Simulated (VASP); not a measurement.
# BeTe (Fm-3m) in VASP: a series of runs

Runs on BeTe. Level: PBE. Tasks: single point.

All numbers are computed with VASP 6.6.1; they aren't measurements. Logs are shortened: lines on timing, memory, paths and dates and some standing lists are left out, and cuts for length are marked.

**1. The cell of the first run**

The structure is cubic, space group Fm-3m (No. 225). Conventional cell: a = 5.366 Å, b = 5.366 Å, c = 5.366 Å, α = 90.00°, β = 90.00°, γ = 90.00°. Be (site symmetry m-3m) has 6 Te at 2.68 Å within 3.5 Å. Te (site symmetry m-3m) has 6 Be at 2.68 Å within 3.5 Å.

**2. Single point, PBE**

The input, INCAR:

```
SYSTEM = BeTe
ALGO     = Normal         ! electronic algorithm
EDIFF    = 1E-6           ! SCF threshold, eV
ENCUT    = 600            ! plane-wave cutoff, eV
GGA      = PE             ! functional
GGA_COMPAT= .FALSE.      
ISIF     = 2              ! what is computed and relaxed
ISMEAR   = 1              ! smearing method
LASPH    = .TRUE.         ! aspherical terms in the spheres
LCHARG   = .TRUE.         ! write CHGCAR
LELF     = .TRUE.         ! ELF
LREAL    = .FALSE.        ! projectors in reciprocal space
LVHAR    = .TRUE.       
LWAVE    = .FALSE.        ! write WAVECAR
NBANDS   = 11             ! bands
NELM     = 120            ! most SCF steps
PREC     = Accurate       ! precision mode
SIGMA    = 0.2            ! smearing width, eV
```

The input, KPOINTS:

```
k-points
0
G
  6 6 6
  0 0 0
```

The input, POSCAR:

```
BeTe
1.0
    0.0000000000      2.6832298771      2.6832298771
    2.6832298771      0.0000000000      2.6832298771
    2.6832298771      2.6832298771      0.0000000000
Be Te
1 1
Direct
    0.0000000000      0.0000000000      0.0000000000
    0.5000000000      0.5000000000      0.5000000000
```

Potentials or basis: VASP PAW PBE potentials, release 64 (Be, Te).

Run with:

```sh
> cat potpaw_PBE.64/Be/POTCAR potpaw_PBE.64/Te/POTCAR > POTCAR
> mpirun -np 1 vasp_std > vasp.out
```

OUTCAR:

```text
SYSTEM = BeTe
   EDIFF = 1E-6
   ENCUT = 600
   GGA = PE
   ISIF = 2
   ISMEAR = 1
   LASPH = .TRUE.
   LREAL = .FALSE.
   NELM = 120
   PREC = Accurate

 ion  position               nearest neighbor table
   1  0.000  0.000  0.000-   2 2.68   2 2.68   2 2.68   2 2.68   2 2.68   2 2.68
   2  0.500  0.500  0.500-   1 2.68   1 2.68   1 2.68   1 2.68   1 2.68   1 2.68

  LATTYP: Found a face centered cubic cell.
 ALAT       =     5.3664597542

  Lattice vectors:

 A1 = (   0.0000000000,   2.6832298771,   2.6832298771)
 A2 = (   2.6832298771,   0.0000000000,   2.6832298771)
 A3 = (   2.6832298771,   2.6832298771,   0.0000000000)

Analysis of symmetry for initial positions (statically):
=====================================================================
 Subroutine PRICEL returns:
 Original cell was already a primitive cell.

 Routine SETGRP: Setting up the symmetry group for a
 face centered cubic supercell.

 Subroutine GETGRP returns: Found 48 space group operations
 (whereof 48 operations were pure point group operations)
 out of a pool of 48 trial point group operations.

The static configuration has the point symmetry O_h .

Analysis of symmetry for dynamics (positions and initial velocities):
=====================================================================
 Subroutine PRICEL returns:
 Original cell was already a primitive cell.

 Routine SETGRP: Setting up the symmetry group for a
 face centered cubic supercell.

 Subroutine GETGRP returns: Found 48 space group operations
 (whereof 48 operations were pure point group operations)
 out of a pool of 48 trial point group operations.

The dynamic configuration has the point symmetry O_h .

 Subroutine INISYM returns: Found 48 space group operations
 (whereof 48 operations are pure point group operations),
 and found     1 'primitive' translations

----------------------------------------------------------------------------------------

                                     Primitive cell

  volume of cell :      38.6370

  direct lattice vectors                    reciprocal lattice vectors
     0.000000000  2.683229877  2.683229877    -0.186342588  0.186342588  0.186342588
     2.683229877  0.000000000  2.683229877     0.186342588 -0.186342588  0.186342588
     2.683229877  2.683229877  0.000000000     0.186342588  0.186342588 -0.186342588

  length of vectors
     3.794660083  3.794660083  3.794660083     0.322754830  0.322754830  0.322754830

  position of ions in fractional coordinates (direct lattice)
     0.000000000  0.000000000  0.000000000
     0.500000000  0.500000000  0.500000000

  ion indices of the primitive-cell ions
   primitive index   ion index
                 1           1
                 2           2

----------------------------------------------------------------------------------------

 KPOINTS: k-points

Automatic generation of k-mesh.
 Grid dimensions read from file:
 generate k-points for:    6    6    6

 Generating k-lattice:

  Cartesian coordinates                     Fractional coordinates (reciprocal lattice)
    -0.031057098  0.031057098  0.031057098     0.166666667  0.000000000  0.000000000
     0.031057098 -0.031057098  0.031057098     0.000000000  0.166666667  0.000000000
     0.031057098  0.031057098 -0.031057098     0.000000000  0.000000000  0.166666667

  Length of vectors
     0.053792472  0.053792472  0.053792472

  Shift w.r.t. Gamma in fractional coordinates (k-lattice)
     0.000000000  0.000000000  0.000000000

 Subroutine IBZKPT returns following result:
 ===========================================

 Found     16 irreducible k-points:

 Following reciprocal coordinates:
            Coordinates               Weight
  0.000000  0.000000  0.000000      1.000000
  0.166667  0.000000  0.000000      8.000000
  0.333333  0.000000  0.000000      8.000000
  0.500000  0.000000  0.000000      4.000000
  0.166667  0.166667  0.000000      6.000000
  0.333333  0.166667  0.000000     24.000000
[... 8 lines left out ...]
 -0.333333  0.333333  0.166667     24.000000
 -0.333333  0.500000  0.166667     12.000000
   k-points           NKPTS =     16   k-points in BZ     NKDIM =     16   number of bands    NBANDS=     11
   number of dos      NEDOS =    301   number of ions     NIONS =      2
   total plane-waves  NPLWV =  27000
   dimension x,y,z NGX =    30 NGY =   30 NGZ =   30
   dimension x,y,z NGXF=    60 NGYF=   60 NGZF=   60
   ions per type =               1   1
   NGX,Y,Z   is equivalent  to a cutoff of  13.14, 13.14, 13.14 a.u.
   NGXF,Y,Z  is equivalent  to a cutoff of  26.29, 26.29, 26.29 a.u.
 SYSTEM =  BeTe
   PREC   = accura    normal or accurate (medium, high low for compatibility)
   ISTART =      0    job   : 0-new  1-cont  2-samecut
   ICHARG =      2    charge: 1-file 2-atom 10-const
   ISPIN  =      1    spin polarized calculation?
   LNONCOLLINEAR =      F non collinear calculations
   LSORBIT =      F    spin-orbit coupling
   LASPH  =      T    aspherical Exc in radial PAW
   ENCUT  =  600.0 eV  44.10 Ry    6.64 a.u.   7.58  7.58  7.58*2*pi/ulx,y,z
   NELM   =    120;   NELMIN=  2; NELMDL= -5     # of ELM steps
   EDIFF  = 0.1E-05   stopping-criterion for ELM
   LREAL  =      F    real-space projection
   EDIFFG = 0.1E-04   stopping-criterion for IOM
   NSW    =      0    number of steps for IOM
   IBRION =     -1    ionic relax: 0-MD 1-quasi-New 2-CG
   NFREE  =      0    steps in history (QN), initial steepest desc. (CG)
   ISIF   =      2    stress and relaxation
   ISYM   =      2    0-nonsym 1-usesym 2-fastsym
   POTIM  = 0.5000    time-step for ionic-motion
   TEBEG  =    0.0;   TEEND  =   0.0 temperature during run
   PSTRESS=    0.0 pullay stress
   NELECT =       8.0000    total number of electrons
   NUPDOWN=      -1.0000    fix difference up-down
   EMIN   =  10.00;   EMAX   =-10.00  energy-range for DOS
   EFERMI =   0.00;   METHOD = LEGACY
   ISMEAR =     1;   SIGMA  =   0.20  broadening in eV -4-tet -1-fermi 0-gaus
   EFERMI_NEDOS =   21; number of points for ismear=-14 and -15
   IALGO  =     38    algorithm
   IMIX   =      4    mixing-type and parameters
     AMIX     =   0.40;   BMIX     =  1.00
     AMIX_MAG =   1.60;   BMIX_MAG =  1.00
  volume/ion in A,a.u.               =      19.32       130.37
  Fermi-wavevector in a.u.,A,eV,Ry     =   0.968509  1.830216 12.762394  0.938009
  Thomas-Fermi vector in A             =   2.098484
   LORBIT       =      0    0 simple, 1 ext, 2 COOP (PROOUT), +10 PAW based schemes
   GGA     = PE    functional components
   LHFCALC =     F    Hartree Fock is set to
   AEXX    =    0.0000 exact exchange contribution
   IVDW    =     0    specifies the selected vdW correction
   LEPSILON=     F    determine dielectric tensor
   LRPA    =     F    only Hartree local field effects (RPA)
 non-spin polarized calculation
 Methfessel and Paxton  Order N= 1 SIGMA  =   0.20
  energy-cutoff  :      600.00
  volume of cell :       38.64
 maximum number of plane-waves:      1308
   NGX = 15   NGY = 15   NGZ = 15

 number of electron       8.0000000 magnetization

 Free energy of the ion-electron system (eV)
  ---------------------------------------------------
  ext. energy  EPLUGINS =         0.00000000
  ---------------------------------------------------
  free energy    TOTEN  =        -6.58337079 eV

  energy without entropy =       -6.58513767  energy(sigma->0) =       -6.58395975

 E-fermi :   7.2790     XC(G=0):  -9.9435

 val. band max:        7.0979082397   @ k =   0.3333   0.3333   0.0000
 cond. band min:       7.3846524629   @ k =   0.5000   0.3333   0.0000
 fundamental gap:      0.2867442232
 Fermi energy:         7.2789885639

 k-point     1 :       0.0000    0.0000    0.0000
  band No.  band energies     occupation
      1      -6.1155      2.00000
      2       6.9492      2.04166
      3       6.9492      2.04166
      4       6.9492      2.04166
      5      10.2443     -0.00000
      6      13.4822      0.00000
      7      13.4822      0.00000
      8      13.4822      0.00000
      9      14.0654      0.00000
     10      14.0654      0.00000
     11      14.0654      0.00000

 k-point     2 :       0.1667    0.0000    0.0000
  band No.  band energies     occupation
      1      -5.7764      2.00000
      2       4.7574      2.00000
      3       6.8937      2.02012
      4       6.8937      2.02012
      5      10.9301     -0.00000
      6      11.9956      0.00000
      7      11.9956      0.00000
      8      13.3050      0.00000
      9      14.2016      0.00000
     10      14.8815      0.00000
     11      14.8815      0.00000

 k-point     3 :       0.3333    0.0000    0.0000
  band No.  band energies     occupation
      1      -4.8818      2.00000
      2       1.8634      2.00000
      3       6.8860      2.01789
      4       6.8860      2.01789
      5      10.2416     -0.00000
      6      10.2416     -0.00000
      7      10.4386     -0.00000
      8      12.9325      0.00000
      9      16.5775      0.00000
     10      17.0813      0.00000
     11      17.0813      0.00000

 k-point     4 :       0.5000    0.0000    0.0000
  band No.  band energies     occupation
      1      -4.1989      2.00000
      2       0.4551      2.00000
      3       6.9538      2.04372
      4       6.9538      2.04372
      5       9.5188     -0.00000
      6       9.5188     -0.00000
      7      10.1606     -0.00000
      8      12.7548      0.00000
      9      19.1428      0.00000
     10      20.0251      0.00000
     11      20.0255      0.00000
[... 127 lines left out ...]
 k-point    14 :       0.5000    0.3333    0.1667
  band No.  band energies     occupation
      1      -4.1512      2.00000
      2       2.1368      2.00000
      3       3.6167      2.00000
      4       5.0358      2.00000
      5       9.0482     -0.00000
      6      11.5440      0.00000
      7      12.9605      0.00000
      8      15.1629      0.00000
      9      15.6391      0.00000
     10      18.9233      0.00000
     11      19.0277      0.00000

 k-point    15 :      -0.3333    0.3333    0.1667
  band No.  band energies     occupation
      1      -3.6018      2.00000
      2       1.4345      2.00000
      3       3.1483      2.00000
      4       4.3286      2.00000
      5      10.1824     -0.00000
      6      10.3494     -0.00000
      7      15.0723      0.00000
      8      15.3020      0.00000
      9      15.8266      0.00000
     10      16.2453      0.00000
     11      20.9178      0.00000

 k-point    16 :      -0.3333    0.5000    0.1667
  band No.  band energies     occupation
      1      -3.3530      2.00000
      2       1.7143      2.00000
      3       3.1072      2.00000
      4       3.2548      2.00000
      5       8.6516     -0.00000
      6      12.4713      0.00000
      7      12.7629      0.00000
      8      16.5109      0.00000
      9      17.0168      0.00000
     10      17.6800      0.00000
     11      22.6417      0.00000

------------------------ aborting loop because EDIFF is reached ----------------------------------------

  FORCE on cell =-STRESS in cart. coord.  units (eV):
  Direction    XX          YY          ZZ          XY          YZ          ZX
  --------------------------------------------------------------------------------------
  -------------------------------------------------------------------------------------
  Total       -0.0632711     -0.0632711     -0.0632711      0.0000000     -0.0000000      0.0000000
  in kB       -2.6236898     -2.6236898     -2.6236898      0.0000000     -0.0000000      0.0000000
  external PRESSURE =      -2.6236898 kB  Pullay stress =       0.0000000 kB

 VOLUME and BASIS-vectors are now :
 -----------------------------------------------------------------------------
  energy-cutoff  :      600.00
  volume of cell :       38.64
      direct lattice vectors                 reciprocal lattice vectors
     0.000000000  2.683229877  2.683229877    -0.186342588  0.186342588  0.186342588
     2.683229877  0.000000000  2.683229877     0.186342588 -0.186342588  0.186342588
     2.683229877  2.683229877  0.000000000     0.186342588  0.186342588 -0.186342588

 POSITION                                       TOTAL-FORCE (eV/Angst)
 -----------------------------------------------------------------------------------
      0.00000      0.00000      0.00000         0.000000      0.000000      0.000000
      2.68323      2.68323      2.68323         0.000000     -0.000000     -0.000000
 -----------------------------------------------------------------------------------
    total drift:                               -0.000000     -0.000000      0.000000

  FREE ENERGIE OF THE ION-ELECTRON SYSTEM (eV)
  ---------------------------------------------------
  free  energy   TOTEN  =        -6.5833707939 eV

  energy  without entropy=       -6.5851376715  energy(sigma->0) =       -6.58395975
```

Wall time 8.9 s (1 thread of Intel Xeon 6975P-C, shared host); peak memory 0.17 GiB.

What came out:

```
Free energy            : -6.5834 eV
Pressure               : -0.3 GPa
Band gap on the k mesh : zero (band 4 reaches 7.49 eV, above the bottom of band 5 at 6.28 eV)
```

Caveat: spin-orbit coupling is left out, which moves the levels of the heavy elements.

**3. Single point, PBE**

The input, INCAR:

```
PREC     = Accurate       # precision mode
ENCUT    = 600            # plane-wave cutoff, eV
EDIFF    = 1E-6           # SCF threshold, eV
ISMEAR   = 0              # smearing method
SIGMA    = 0.5            # smearing width, eV
LREAL    = F              # projectors in reciprocal space
LASPH    = T              # aspherical terms in the spheres
NELM     = 120            # most SCF steps
ALGO     = Normal         # electronic algorithm
ISIF     = 2              # what is computed and relaxed
LWAVE    = F              # write WAVECAR
LCHARG   = T              # write CHGCAR
GGA      = PE             # functional
LELF     = T              # ELF
LVHAR    = T            
NBANDS   = 11             # bands
GGA_COMPAT= F
```

The input, KPOINTS:

```
regular mesh
0
Gamma
  6 6 6
```

POSCAR is that of step 2.

Potentials or basis: VASP PAW PBE potentials, release 64 (Be, Te).

Run with:

```sh
> cat potpaw_PBE.64/Be/POTCAR potpaw_PBE.64/Te/POTCAR > POTCAR
> mpirun -np 1 vasp_std > vasp.out
```

It took 8.7 s on 1 thread of Intel Xeon 6975P-C, shared host; peak memory 0.17 GiB.

The run converged. Its results:

```
Free energy            : -6.6286 eV
Pressure               : 0.0 GPa
Band gap on the k mesh : zero (band 4 reaches 7.48 eV, above the bottom of band 5 at 6.29 eV)
```

Levels at points of the mesh, in eV from the Fermi level:
```
           k point  band 1  band 2  band 3  band 4  band 5  band 6  band 7  band 8
(0.00, 0.00, 0.00)  -13.40   -0.33   -0.33   -0.33    2.97    6.21    6.21    6.21
(0.50, 0.00, 0.00)  -11.49   -6.82   -0.33   -0.33    2.25    2.25    2.88    5.49
(0.50, 0.50, 0.00)  -10.68   -6.08   -3.06   -3.06   -0.99    3.02    8.77    8.77
```

Caveat: spin-orbit coupling is left out, which moves the levels of the heavy elements.
